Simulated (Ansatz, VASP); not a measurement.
## Two plane-wave programs on KBr

INCAR

```
SYSTEM = KBr
  ALGO = Normal
  EDIFF = 1E-6
  ENCUT = 500
  GGA = PE
  GGA_COMPAT = .False.
  ISIF = 2
  ISMEAR = 0
  LASPH = .True.
  LCHARG = .False.
  LREAL = .False.
  LWAVE = .False.
  NBANDS = 15
  NELM = 120
  PREC = Accurate
  SIGMA = 0.02
```

File KPOINTS:

```
k-points
0
Gamma
  6 6 6
  0 0 0
```

File POSCAR:

```
KBr
1.0
    0.0000000000      3.3497786964      3.3497786964
    3.3497786964      0.0000000000      3.3497786964
    3.3497786964      3.3497786964      0.0000000000
K Br
1 1
Direct
    0.0000000000      0.0000000000      0.0000000000
    0.5000000000      0.5000000000      0.5000000000
```

Input for Ansatz:

```yaml
crystal:
  lattice:
    - [0.0, 3.3497786964, 3.3497786964]
    - [3.3497786964, 0.0, 3.3497786964]
    - [3.3497786964, 3.3497786964, 0.0]
  atoms:
    - { symbol: K, position: [0.0, 0.0, 0.0] }
    - { symbol: Br, position: [0.5, 0.5, 0.5] }
basis:
  ecutwfc: 420
kpoints:
  mp_grid: { grid: [6, 6, 6] }
hamiltonian:
  xc: pbe
scf:
  occupations: { method: gaussian, width: 0.02 }
  algorithm: direct_min
output:
  forces: true
  eigenvalues: true
  stress: true
```

Alike in both runs: task single point; functional PBE; k mesh 6 × 6 × 6; occupations gaussian, width 0.02 eV; no spin polarisation.

```csv
,VASP,Ansatz
version,VASP 6.6.1,Ansatz 0.2.0
potentials or method,"VASP PAW PBE potentials, release 64 (K_sv, Br), cutoff 500 eV","scalar-relativistic, plane waves, PAW"
valence electrons in the cell,16,16
```

```tsv
	VASP	Ansatz	Ansatz less VASP
gap on the k mesh at the Fermi level (eV)	4.32	4.32	+0.001
pressure (GPa)	0.1	0.0	-0.03
```
